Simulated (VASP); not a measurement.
**Ta3N: single point with LDA**

The system is Ta3N.

```
Ta N
1.0
     2.85924    0.00000    0.00000
    -1.42962    2.47618    0.00000
     0.00000    0.00000    7.30908
Ta N
3 1
Cartesian
  1.4296 0.8254 6.0061
  0.0000 1.6508 1.3030
  0.0000 0.0000 3.6545
  0.0000 0.0000 0.0000
```

```json
{"Program": "VASP 6.6.1", "Task": "single point", "Functional": "LDA", "Potentials or basis": "VASP PAW LDA potentials, release 64 (Ta_pv, N)", "Cutoff": "520 eV", "k mesh": "7 × 7 × 3", "Occupations": "fermi-dirac, width 0.05 eV", "Spin": "no spin polarisation"}
```

```json
{
  "Pressure": "31.8 GPa",
  "Largest force": "0.072 eV/Å",
  "Band gap on the k mesh": "zero (band 19 reaches 8.51 eV, above the bottom of band 20 at 7.86 eV)"
}
```

Forces in eV/Å, atoms in the order of the input:
```
Ta   0.000  0.000 -0.072
Ta   0.000  0.000  0.072
Ta   0.000  0.000  0.000
N    0.000  0.000  0.000
```

Stress tensor (GPa, compression positive):
```
31.69  0.00  0.00
 0.00 31.69  0.00
 0.00  0.00 31.92
```

Levels at points of the mesh, in eV from the Fermi level:
| k point | band 17 | band 18 | band 19 | band 20 | band 21 | band 22 |
| --- | --- | --- | --- | --- | --- | --- |
| (0.00, 0.00, 0.00) | -0.65 | -0.52 | -0.52 | 0.29 | 0.29 | 0.76 |

Wall time 11 s on 1 thread of Intel(R) Xeon(R) 6975P-C (Granite Rapids), with other jobs on the host, peak memory 0.16 GiB.

Caveat: the k points lie up to 0.36 Å⁻¹ apart; spin-orbit coupling is left out, which moves the levels of the heavy elements.
